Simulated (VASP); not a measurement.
# CdBiO4 (F-43m) in VASP: further runs, part 2 of 2

VASP 6.6.1.

**3. Single point, PBE**

This run uses another cell than the first one, of 12.62 Å³/atom.

Contents of INCAR:

```
PREC = Accurate
ENCUT = 520
EDIFF = 1E-7
ISMEAR = 0
SIGMA = 0.1
LREAL = False
LASPH = True
NELM = 100
ALGO = Normal
ISIF = 2
LWAVE = False
LCHARG = False
GGA = PE
NBANDS = 34
```

Contents of KPOINTS:

```
regular mesh
0
Gamma
  10 10 10
```

Contents of POSCAR:

```
CdBiO4
1.0
    0.0000000000      3.3574657809      3.3574657809
    3.3574657809      0.0000000000      3.3574657809
    3.3574657809      3.3574657809      0.0000000000
Cd Bi O
1 1 4
Direct
    0.7500000000      0.7500000000      0.7500000000
    0.0000000000      0.0000000000      0.0000000000
    0.3760201296      0.8719396113      0.3760201296
    0.3760201296      0.3760201296      0.8719396113
    0.8719396113      0.3760201296      0.3760201296
    0.3760201296      0.3760201296      0.3760201296
```

Potentials or basis: VASP PAW PBE potentials, release 64 (Cd, Bi_d, O).

Started as:

```console
cat potpaw_PBE.64/Cd/POTCAR potpaw_PBE.64/Bi_d/POTCAR potpaw_PBE.64/O/POTCAR > POTCAR
mpirun -np 1 vasp_std > vasp.out
```

OUTCAR:

```text
PREC = Accurate
   ENCUT = 520
   EDIFF = 1E-7
   ISMEAR = 0
   LREAL = False
   LASPH = True
   NELM = 100
   ISIF = 2
   GGA = PE

 ion  position               nearest neighbor table
   1  0.750  0.750  0.750-   3 2.78   4 2.78   5 2.78   6 2.78   6 2.78   6 2.78   3 2.78   5 2.78
                             3 2.78   4 2.78   5 2.78   4 2.78   2 2.91   2 2.91   2 2.91   2 2.91
   2  0.000  0.000  0.000-   3 2.79   5 2.79   4 2.79   5 2.79   3 2.79   4 2.79   6 2.79   6 2.79
                             6 2.79   3 2.79   4 2.79   5 2.79   1 2.91   1 2.91   1 2.91   1 2.91
   3  0.376  0.872  0.376-   1 2.78   1 2.78   1 2.78   2 2.79   2 2.79   2 2.79
   4  0.376  0.376  0.872-   1 2.78   1 2.78   1 2.78   2 2.79   2 2.79   2 2.79
   5  0.872  0.376  0.376-   1 2.78   1 2.78   1 2.78   2 2.79   2 2.79   2 2.79
   6  0.376  0.376  0.376-   1 2.78   1 2.78   1 2.78   2 2.79   2 2.79   2 2.79

  LATTYP: Found a face centered cubic cell.
 ALAT       =     6.7149315618

  Lattice vectors:

 A1 = (   0.0000000000,   3.3574657809,   3.3574657809)
 A2 = (   3.3574657809,   0.0000000000,   3.3574657809)
 A3 = (   3.3574657809,   3.3574657809,   0.0000000000)

Analysis of symmetry for initial positions (statically):
=====================================================================
 Subroutine PRICEL returns:
 Original cell was already a primitive cell.

 Routine SETGRP: Setting up the symmetry group for a
 face centered cubic supercell.

 Subroutine GETGRP returns: Found 24 space group operations
 (whereof 24 operations were pure point group operations)
 out of a pool of 48 trial point group operations.

The static configuration has the point symmetry T_d .

Analysis of symmetry for dynamics (positions and initial velocities):
=====================================================================
 Subroutine PRICEL returns:
 Original cell was already a primitive cell.

 Routine SETGRP: Setting up the symmetry group for a
 face centered cubic supercell.

[... 135 lines left out ...]
  Thomas-Fermi vector in A             =   2.554517
   LORBIT       =      0    0 simple, 1 ext, 2 COOP (PROOUT), +10 PAW based schemes
   GGA     = PE    functional components
   LHFCALC =     F    Hartree Fock is set to
   AEXX    =    0.0000 exact exchange contribution
   IVDW    =     0    specifies the selected vdW correction
   LEPSILON=     F    determine dielectric tensor
   LRPA    =     F    only Hartree local field effects (RPA)
 non-spin polarized calculation
 Gauss-broadening in eV      SIGMA  =   0.10
  energy-cutoff  :      520.00
  volume of cell :       75.69
 maximum number of plane-waves:      2085
   NGX = 17   NGY = 17   NGZ = 17

 number of electron      51.0000008 magnetization

 Free energy of the ion-electron system (eV)
  ---------------------------------------------------
  ext. energy  EPLUGINS =         0.00000000
  ---------------------------------------------------
  free energy    TOTEN  =       -20.07490554 eV

  energy without entropy =      -20.05427586  energy(sigma->0) =      -20.06459070

 E-fermi :   5.0402     XC(G=0): -11.6478

 val. band max:        5.0379355924   @ k =  -0.2000   0.1000   0.0000
 cond. band min:       5.0549884628   @ k =   0.4000   0.2000   0.0000
 fundamental gap:      0.0170528704
 Fermi energy:         5.0402259335

 k-point     1 :       0.0000    0.0000    0.0000
  band No.  band energies     occupation
      1     -18.3592      2.00000
      2     -18.3592      2.00000
      3     -18.3592      2.00000
      4     -18.3129      2.00000
      5     -18.3129      2.00000
      6     -13.9529      2.00000
[... 877 lines left out ...]
     33      13.7998      0.00000
     34      13.9558      0.00000

 [... further k-points ...]

------------------------ aborting loop because EDIFF is reached ----------------------------------------

  FORCE on cell =-STRESS in cart. coord.  units (eV):
  Direction    XX          YY          ZZ          XY          YZ          ZX
  --------------------------------------------------------------------------------------
  -------------------------------------------------------------------------------------
  Total        0.0984270      0.0984270      0.0984270      0.0000000      0.0000000     -0.0000000
  in kB        2.0833400      2.0833400      2.0833400      0.0000000      0.0000000     -0.0000000
  external PRESSURE =       2.0833400 kB  Pullay stress =       0.0000000 kB

 VOLUME and BASIS-vectors are now :
 -----------------------------------------------------------------------------
  energy-cutoff  :      520.00
  volume of cell :       75.69
      direct lattice vectors                 reciprocal lattice vectors
     0.000000000  3.357465781  3.357465781    -0.148921845  0.148921845  0.148921845
     3.357465781  0.000000000  3.357465781     0.148921845 -0.148921845  0.148921845
     3.357465781  3.357465781  0.000000000     0.148921845  0.148921845 -0.148921845

 POSITION                                       TOTAL-FORCE (eV/Angst)
 -----------------------------------------------------------------------------------
      5.03620      5.03620      5.03620         0.000000     -0.000000     -0.000000
      0.00000      0.00000      0.00000         0.000000      0.000000     -0.000000
      4.18998      2.52495      4.18998        -0.004765      0.004765     -0.004765
      4.18998      4.18998      2.52495        -0.004765     -0.004765      0.004765
      2.52495      4.18998      4.18998         0.004765     -0.004765     -0.004765
      2.52495      2.52495      2.52495         0.004765      0.004765      0.004765
 -----------------------------------------------------------------------------------
    total drift:                               -0.000001     -0.000001     -0.000002

  FREE ENERGIE OF THE ION-ELECTRON SYSTEM (eV)
  ---------------------------------------------------
  free  energy   TOTEN  =       -20.0749055369 eV

  energy  without entropy=      -20.0542758640  energy(sigma->0) =      -20.06459070
```

It took 62 s on 1 thread of Intel Xeon 6975P-C (Granite Rapids), shared host; peak memory 0.27 GiB.

What came out:

| Quantity | Value |
| --- | --- |
| Free energy | -20.0749 eV |
| Pressure | 0.2 GPa |
| Largest force | 0.008 eV/Å |
| Band gap on the k mesh | zero (an odd number of electrons rules out a gap without spin polarisation) |

Forces in eV/Å, atoms in the order of the input:
```
Cd   0.000  0.000  0.000
Bi   0.000  0.000  0.000
O   -0.005  0.005 -0.005
O   -0.005 -0.005  0.005
O    0.005 -0.005 -0.005
O    0.005  0.005  0.005
```

Caveat: spin-orbit coupling is left out, which moves the levels of the heavy elements; an odd number of electrons without spin polarisation forces a metal; a magnetic or distorted state may lie lower.

**4. Relaxation of cell and atoms, PBE**

This run uses another cell than the first one, of 12.62 Å³/atom.

Contents of INCAR:

```
SYSTEM = CdBiO4
PREC     = Accurate       ! precision mode
ENCUT    = 600            ! plane-wave cutoff, eV
EDIFF    = 1E-6           ! SCF threshold, eV
ISMEAR   = 0              ! smearing method
SIGMA    = 0.1            ! smearing width, eV
LREAL    = .False.        ! projectors in reciprocal space
LASPH    = .True.         ! aspherical terms in the spheres
NELM     = 80             ! most SCF steps
ALGO     = Normal         ! electronic algorithm
ISIF     = 3              ! what is computed and relaxed
LWAVE    = .False.        ! write WAVECAR
LCHARG   = .False.        ! write CHGCAR
GGA      = PE             ! functional
IBRION   = 2              ! ionic algorithm
NSW      = 100            ! ionic steps
EDIFFG   = -0.01          ! ionic threshold
```

Contents of KPOINTS:

```
Automatic mesh
0
Gamma
  10 10 10
  0 0 0
```

Contents of POSCAR:

```
CdBiO4
1.0
    0.0000000000      3.3580859407      3.3580859407
    3.3580859407      0.0000000000      3.3580859407
    3.3580859407      3.3580859407      0.0000000000
Cd Bi O
1 1 4
Direct
    0.7500000000      0.7500000000      0.7500000000
    0.0000000000      0.0000000000      0.0000000000
    0.3755933390      0.8732199830      0.3755933390
    0.3755933390      0.3755933390      0.8732199830
    0.8732199830      0.3755933390      0.3755933390
    0.3755933390      0.3755933390      0.3755933390
```

Started as:

```console
cat potpaw_PBE.64/Cd/POTCAR potpaw_PBE.64/Bi_d/POTCAR potpaw_PBE.64/O/POTCAR > POTCAR
mpirun -np 1 vasp_std > vasp.out
```

It took 2.3 min on 1 thread of Intel Xeon 6975P-C (Granite Rapids), shared host; peak memory 0.34 GiB.

The run converged. Its results:

- Free energy: -20.0774 eV
- Relaxed volume: 12.63 Å³/atom
- Relaxed cell: a = 4.750 Å, b = 4.750 Å, c = 4.750 Å, α = 60.00°, β = 60.00°, γ = 60.00°
- Space group after relaxing (to 0.1 Å): F-43m (No. 216)
- Energy gained by relaxing: 0.1 meV/atom
- Ionic steps: 3
- Pressure after relaxing: 0.0 GPa
- Band gap on the k mesh: zero (an odd number of electrons rules out a gap without spin polarisation)

Step by step:
| step | energy change (eV) | largest force (eV/Å) | pressure (GPa) | volume (Å³) |
| --- | --- | --- | --- | --- |
| 1 | 0.0000 | 0.0616 | 0.02 | 75.74 |
| 2 | -0.0005 | 0.0294 | 0.02 | 75.75 |
| 3 | -0.0007 | 0.0000 | -0.01 | 75.77 |

Final structure:
```
Cd Bi O
1.0
     0.00000    3.35860    3.35860
     3.35860    0.00000    3.35860
     3.35860    3.35860    0.00000
Cd Bi O
1 1 4
Direct
  0.75000 0.75000 0.75000
  0.00000 0.00000 0.00000
  0.37608 0.87175 0.37608
  0.37608 0.37608 0.87175
  0.87175 0.37608 0.37608
  0.37608 0.37608 0.37608
```

Levels at points of the mesh, in eV from the Fermi level:
| k point | band 22 | band 23 | band 24 | band 25 | band 26 | band 27 | band 28 | band 29 |
| --- | --- | --- | --- | --- | --- | --- | --- | --- |
| (0.00, 0.00, 0.00) | -0.17 | -0.17 | -0.17 | 0.48 | 0.48 | 0.48 | 1.17 | 1.17 |
| (0.50, 0.00, 0.00) | -1.77 | -1.77 | -1.61 | -0.19 | -0.14 | 0.54 | 0.54 | 2.83 |
| (0.50, 0.50, 0.00) | -1.68 | -1.68 | -1.57 | -1.56 | 0.43 | 0.43 | 0.98 | 2.78 |

Caveat: spin-orbit coupling is left out, which moves the levels of the heavy elements; an odd number of electrons without spin polarisation forces a metal; a magnetic or distorted state may lie lower.

**5. Overview**

| task | cell | k mesh | cutoff (eV) | gap on the mesh (eV) | pressure (GPa) | relaxed volume (Å³/atom) | largest force (eV/Å) |
| --- | --- | --- | --- | --- | --- | --- | --- |
| relaxation of cell and atoms | relaxed from a = 4.923 Å, angles 60.0°, 6 atoms, atomic positions A | 4 × 4 × 4 | 600 | none | -0.2 | 12.64 | 0.03 |
| single point | a = 4.748 Å, angles 60.0°, 6 atoms, atomic positions B | 10 × 10 × 10 | 520 | none | 0.2 | - | 0.01 |
| relaxation of cell and atoms | relaxed from a = 4.749 Å, angles 60.0°, 6 atoms, atomic positions C | 10 × 10 × 10 | 600 | none | 0.0 | 12.63 | - |

Alike in all rows: level PBE; potentials or basis VASP PAW PBE potentials, release 64 (Cd, Bi_d, O); no spin polarisation; smearing gaussian 0.1 eV.

Caveats: some runs use coarse meshes; spin-orbit coupling is left out, which moves the levels of the heavy elements; an odd number of electrons without spin polarisation forces a metal; a magnetic or distorted state may lie lower.

Absolute energies hang on the potentials; compare differences alone.

The gap in the log of VASP goes by the Fermi energy; the results here count the filled bands.